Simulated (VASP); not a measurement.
A run of VASP 6.6.1 is set up as follows.

Contents of INCAR:

```
PREC = Accurate ; ENCUT = 520
EDIFF = 1E-6 ; ISMEAR = 1
SIGMA = 0.1 ; LREAL = F
LASPH = T ; NELM = 60
ALGO = Normal ; ISIF = 2
LWAVE = F ; LCHARG = F
NBANDS = 10
```

The input KPOINTS:

```
regular mesh
0
Gamma
  13 13 7
```

POSCAR

```
Al
1.0
    2.8124553500      0.0000000000      0.0000000000
   -1.4062276750      2.4356577801      0.0000000000
    0.0000000000      0.0000000000      4.8668500000
Al
2
Direct
    0.6666666667      0.3333333333      0.7500000000
    0.3333333333      0.6666666667      0.2500000000
```

Potentials or basis: VASP PAW LDA potentials, release 64 (Al).

Command:

```console
$ cat potpaw_LDA.64/Al/POTCAR > POTCAR
$ mpirun -np 1 vasp_std > vasp.out
```

Problem. What does it give for the pressure?

Solution. -2.9 GPa.

Problem. Predict the band gap on the k mesh.

Solution. Zero (band 3 reaches 10.31 eV, above the bottom of band 4 at 4.96 eV).

Stress tensor (GPa, compression positive):
```
-2.05  0.00  0.00
 0.00 -2.05  0.00
 0.00  0.00 -4.69
```
